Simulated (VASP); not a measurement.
Here is a VASP 6.6.1 calculation.

The input INCAR:

```
PREC = Accurate
ENCUT = 520
EDIFF = 1E-7
ISMEAR = -1
SIGMA = 0.05
LREAL = False
LASPH = True
NELM = 150
ALGO = Normal
ISIF = 2
LWAVE = False
LCHARG = False
ISPIN = 2
MAGMOM = 0.5 0.5
LORBIT = 11
LMAXMIX = 4
GGA = CA
NBANDS = 21
```

KPOINTS

```
Automatic mesh
0
Gamma
  15 15 8
```

The input POSCAR:

```
Pd
1.0
    2.7256750237      0.0000000000      0.0000000000
   -1.3628375119      2.3605038130      0.0000000000
    0.0000000000      0.0000000000      4.5940050839
Pd
2
Direct
    0.3333333333      0.6666666667      0.2500000000
    0.6666666667      0.3333333333      0.7500000000
```

Potentials or basis: VASP PAW LDA potentials, release 64 (Pd).

Run with:

```bash
$ cat potpaw_LDA.64/Pd/POTCAR > POTCAR
$ mpirun -np 1 vasp_std > vasp.out
```

Problem. Predict the band gap on the k mesh.

Solution. Zero (filled and empty bands overlap).

Problem. Predict the net moment.

Solution. 0.00 μB per cell.

Problem. What does it give for the pressure?

Solution. -7.6 GPa.

Stress tensor (GPa, compression positive):
```
-7.41  0.00  0.00
 0.00 -7.41  0.00
 0.00  0.00 -7.96
```

Caveat: the cell stands under tension.
